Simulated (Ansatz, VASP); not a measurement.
## GaN in VASP and in Ansatz

```
Ga N
1.0
     3.22770    0.00000    0.00000
    -1.61385    2.79527    0.00000
     0.00000    0.00000    5.16600
Ga N
2 2
Direct
  0.33333 0.66667 0.00000
  0.66667 0.33333 0.50000
  0.33333 0.66667 0.37500
  0.66667 0.33333 0.87500
```

Change from the starting cell: strain +0.015 along x and y, +0.000 along z, atoms carried along.

Alike in both runs: task single point; functional r2SCAN; k mesh 12 × 12 × 6; occupations gaussian, width 0.05 eV; no spin polarisation.

|  | VASP | Ansatz |
| --- | --- | --- |
| version | VASP 6.6.1 | Ansatz 0.2.0 |
| potentials or method | VASP PAW PBE potentials, release 64 (Ga_d, N), cutoff 520 eV | scalar-relativistic, plane waves, PAW |
| valence electrons in the cell | 36 | 36 |

|  | VASP | Ansatz | Ansatz less VASP |
| --- | --- | --- | --- |
| gap on the k mesh at the Fermi level (eV) | 2.20 | 2.21 | +0.005 |
| least direct gap on the mesh (eV) | 2.20 | 2.21 | +0.005 |
| pressure (GPa) | -3.4 | -4.4 | -1.00 |
| traceless stress, the component that is largest in VASP (GPa) | 5.02 | 4.97 | -0.053 |
| rms of the force components (eV/Å) | 0.165 | 0.163 | -0.0015 |

VASP's potentials were made for PBE, not for r2SCAN. Atom by atom the forces differ by 0.002 eV/Å (rms over components). With one functional, cell and mesh, what is left measures potentials, basis and numerics.
